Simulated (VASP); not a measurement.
Set up this calculation in VASP 6.6.1, as the native input.

```yaml
Task: single point
Functional: PBE
Potentials_or_basis: VASP PAW PBE potentials, release 64 (Te, Mo_sv)
Cutoff: 520 eV
k_mesh: 6 × 6 × 1
Occupations: gaussian, width 0.1 eV
Spin: no spin polarisation
Dipole_correction: no
Further_INCAR_settings: ALGO = Normal; EDIFF = 1e-07; NBANDS = 64
```

The structure of Te2Mo lies in POSCAR:

```
Te2Mo
1.0
    3.5569773737      0.0000000000      0.0000000000
   -1.7784886868      3.0804327663      0.0000000000
    0.0000000000      0.0000000000     30.4235242862
Te Mo
8 4
Direct
    0.3333333333      0.6666666667      0.3155772222
    0.3333333333      0.6666666667      0.8155772222
    0.6666666667      0.3333333333      0.0655772222
    0.6666666667      0.3333333333      0.5655772222
    0.3333333333      0.6666666667      0.4344227779
    0.3333333333      0.6666666667      0.9344227779
    0.6666666667      0.3333333333      0.1844227778
    0.6666666667      0.3333333333      0.6844227779
    0.3333333333      0.6666666667      0.1250000000
    0.3333333333      0.6666666667      0.6250000000
    0.6666666667      0.3333333333      0.3750000000
    0.6666666667      0.3333333333      0.8750000000
```

The input as run:

INCAR

```
SYSTEM = Te2Mo
PREC     = Accurate       ! precision mode
ENCUT    = 520            ! plane-wave cutoff, eV
EDIFF    = 1E-7           ! SCF threshold, eV
ISMEAR   = 0              ! smearing method
SIGMA    = 0.1            ! smearing width, eV
LREAL    = .False.        ! projectors in reciprocal space
LASPH    = .True.         ! aspherical terms in the spheres
NELM     = 60             ! most SCF steps
ALGO     = Normal         ! electronic algorithm
ISIF     = 2              ! what is computed and relaxed
LWAVE    = .False.        ! write WAVECAR
LCHARG   = .False.        ! write CHGCAR
GGA      = PE             ! functional
NBANDS   = 64             ! bands
```

KPOINTS

```
Automatic mesh
0
Gamma
  6 6 1
  0 0 0
```

Potentials or basis: VASP PAW PBE potentials, release 64 (Te, Mo_sv).

The run is started by

```console
$ cat potpaw_PBE.64/Te/POTCAR potpaw_PBE.64/Mo_sv/POTCAR > POTCAR
$ mpirun -np 1 vasp_std > vasp.out
```

It gave:

- Pressure: 0.0 GPa
- Largest force: 0.017 eV/Å
- Band gap on the k mesh: 1.03 eV

Caveat: spin-orbit coupling is left out, which moves the levels of the heavy elements; this functional lacks dispersion, which binds the layers, so the pressure and a relaxed spacing across them are unreliable.

It took 7.3 min on 1 thread of AMD EPYC 7R13, on a shared host, peak memory 0.46 GiB.
